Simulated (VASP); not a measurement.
Input of a VASP 6.6.1 run:

Contents of INCAR:

```
  PREC = Accurate
  ENCUT = 500
  EDIFF = 1E-6
  ISMEAR = -1
  SIGMA = 0.06122561905347299
  LREAL = F
  LASPH = T
  NELM = 120
  ALGO = Normal
  ISIF = 2
  LWAVE = F
  LCHARG = T
  GGA = PE
  LELF = T
  LVHAR = T
  NBANDS = 19
  GGA_COMPAT = F
```

File KPOINTS:

```
regular mesh
0
Gamma
  37 37 37
```

POSCAR

```
Cr
1.0
    0.0000000000      2.5982524351      2.5982524351
    2.5982524351      0.0000000000      2.5982524351
    2.5982524351      2.5982524351      0.0000000000
Cr
2
Direct
    0.0000000000      0.0000000000      0.0000000000
    0.2500000000      0.2500000000      0.2500000000
```

Potentials or basis: VASP PAW PBE potentials, release 64 (Cr_pv).

Command:

```bash
$ cat potpaw_PBE.64/Cr_pv/POTCAR > POTCAR
$ mpirun -np 1 vasp_std > vasp.out
```

(1) What does it give for the band gap on the k mesh?

(2) What does it give for the pressure?

Results:

(1) zero (bands 12 and 13 overlap by 0.59 eV).

(2) -5.4 GPa.

Caveat: the cell stands under tension; the run has no spin polarisation, though such a crystal can be magnetic.
